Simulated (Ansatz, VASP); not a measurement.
## One calculation of Si, two programs

```
Si
1.0
     6.95631   -1.93344   -0.00494
     6.95631    1.93344   -0.00494
    -0.75590    0.00000    6.31955
Si
8
Direct
  0.02984 0.08149 0.87412
  0.91851 0.97016 0.12588
  0.53062 0.58784 0.65363
  0.41216 0.46938 0.34637
  0.28510 0.14069 0.05707
  0.85931 0.71490 0.94293
  0.70926 0.74479 0.58560
  0.25521 0.29074 0.41440
```

Change from the starting cell: mode 4 frozen in at -0.279 Å, strain +e along z and -e/2 along x and y +0.0000.

Alike in both runs: task single point; functional PBE; k mesh 10 × 10 × 6; occupations gaussian, width 0.03 eV; no spin polarisation.

```csv
,VASP,Ansatz
version,VASP 6.6.1,Ansatz 0.2.0
potentials or method,"VASP PAW PBE potentials, release 64 (Si), cutoff 520 eV","scalar-relativistic, plane waves, PAW"
valence electrons in the cell,32,32
```

Ansatz gave:

```
gap on the k mesh at the Fermi level (eV)                     : 0.48
least direct gap on the mesh (eV)                             : 0.84
pressure (GPa)                                                : -0.7
traceless stress, the component that is largest in VASP (GPa) : -0.52
rms of the force components (eV/Å)                            : 0.157
```

Problem. Estimate VASP's values.

Solution. gap on the k mesh at the Fermi level (eV): 0.49; least direct gap on the mesh (eV): 0.85; pressure (GPa): -0.7; traceless stress, the component that is largest in VASP (GPa): -0.52; rms of the force components (eV/Å): 0.157.

Atom by atom the forces differ by 0.002 eV/Å (rms over components).
